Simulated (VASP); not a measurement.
Write the native input for VASP 6.6.1 that does the following.

```yaml
Task: single point
Functional: PBE
Potentials_or_basis: VASP PAW PBE potentials, release 64 (Ca_sv)
Cutoff: 520 eV
k_mesh: 14 × 14 × 14
Occupations: gaussian, width 0.15 eV
Spin: no spin polarisation
Dipole_correction: no
Further_INCAR_settings: ALGO = Normal; EDIFF = 1e-06; NBANDS = 11
```

The structure of Ca lies in POSCAR:

```
Ca
1.0
    0.0000000000      2.7942000000      2.7103740000
    2.7942000000      0.0000000000      2.7103740000
    2.7942000000      2.7942000000      0.0000000000
Ca
1
Direct
    0.0000000000      0.0000000000      0.0000000000
```

This cell differs from its parent crystal: strain +0.000 along x and y, -0.030 along z.

The input as run:

INCAR

```
SYSTEM = Ca
PREC = Accurate
ENCUT = 520
EDIFF = 1E-6
ISMEAR = 0
SIGMA = 0.15
LREAL = .FALSE.
LASPH = .TRUE.
NELM = 60
ALGO = Normal
ISIF = 2
LWAVE = .FALSE.
LCHARG = .FALSE.
GGA = PE
NBANDS = 11
```

KPOINTS

```
regular mesh
0
G
  14 14 14
  0 0 0
```

Potentials or basis: VASP PAW PBE potentials, release 64 (Ca_sv).

Launch:

```bash
$ cat potpaw_PBE.64/Ca_sv/POTCAR > POTCAR
$ mpirun -np 1 vasp_std > vasp.out
```

Results of the run:

```
Pressure               : -0.1 GPa
Band gap on the k mesh : zero (band 5 reaches 2.11 eV, above the bottom of band 6 at 1.79 eV)
```

Caveat: the cell differs from its parent crystal (strain +0.000 along x and y, -0.030 along z).

It took 51 s on 1 thread of Intel(R) Xeon(R) Platinum 8488C (Sapphire Rapids), on a shared host, peak memory 0.25 GiB.
